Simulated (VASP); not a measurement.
## P: single point with r2SCAN

The system is P.

```
P
1.0
     4.82690   -4.29037    0.00397
     4.82690    4.29037    0.00397
    -0.01913    0.00000    5.55709
P
8
Cartesian
  8.1484 0.4000 1.3947
  1.4863 -0.4000 4.1703
  6.8887 0.2197 3.1874
  2.7459 -0.2197 2.3777
  6.0096 1.0821 1.3423
  3.1473 1.1086 4.1101
  3.6251 -1.0821 4.2227
  6.4874 -1.1086 1.4549
```

This cell differs from its parent crystal: atoms displaced along a vibrational mode.

* Program: VASP 6.6.1
* Task: single point
* Functional: r2SCAN
* Potentials or basis: VASP PAW PBE potentials, release 64 (P)
* Cutoff: 520 eV
* k mesh: 4 × 4 × 4
* Occupations: gaussian, width 0.05 eV
* Spin: no spin polarisation

- Pressure: -2.6 GPa
- Largest force: 1.334 eV/Å
- Band gap on the k mesh: 3.15 eV (least direct gap 3.22 eV)

Forces on the atoms (eV/Å):
```
P   -1.105 -0.274  0.085
P    1.105  0.274 -0.085
P   -0.156 -0.105 -0.638
P    0.156  0.105  0.638
P    0.897 -0.925  0.345
P   -0.362 -1.205 -0.203
P   -0.897  0.925 -0.345
P    0.362  1.205  0.203
```

Stress tensor (GPa, compression positive):
```
-3.34  0.13 -0.39
 0.13 -3.06  0.01
-0.39  0.01 -1.47
```

Levels at points of the mesh, in eV from the valence-band top:
```
           k point  band 16  band 17  band 18  band 19  band 20  band 21  band 22  band 23  band 24  band 25
(0.00, 0.00, 0.00)    -1.03    -0.90    -0.86    -0.62    -0.50     3.15     3.38     3.43     3.78     4.70
(0.50, 0.00, 0.00)    -1.29    -1.01    -0.83    -0.46    -0.40     3.26     3.64     3.78     4.15     4.24
(0.00, 0.50, 0.00)    -1.26    -0.82    -0.67    -0.55    -0.49     3.32     3.48     3.81     3.95     4.26
(0.50, 0.50, 0.00)    -1.30    -0.90    -0.89    -0.48    -0.40     3.29     3.54     3.61     3.66     4.00
(0.00, 0.00, 0.50)    -1.21    -1.08    -1.00    -0.61    -0.32     3.99     4.10     4.32     4.50     4.59
(0.50, 0.00, 0.50)    -1.01    -0.98    -0.69    -0.46     0.00     3.22     3.57     4.11     4.22     4.41
(0.00, 0.50, 0.50)    -1.14    -0.92    -0.66    -0.52    -0.30     3.39     3.60     3.73     3.76     4.32
(0.50, 0.50, 0.50)    -1.08    -0.88    -0.85    -0.75    -0.62     3.41     3.55     3.78     3.95     4.33
```

It took 24 min on 1 thread of AMD EPYC 7R13, with other jobs on the host, peak memory 0.39 GiB.

Caveat: the cell differs from its parent crystal (atoms displaced along a vibrational mode); the PAW data sets were made with another functional, which shifts forces and pressure a little. A k mesh can miss the band edges.
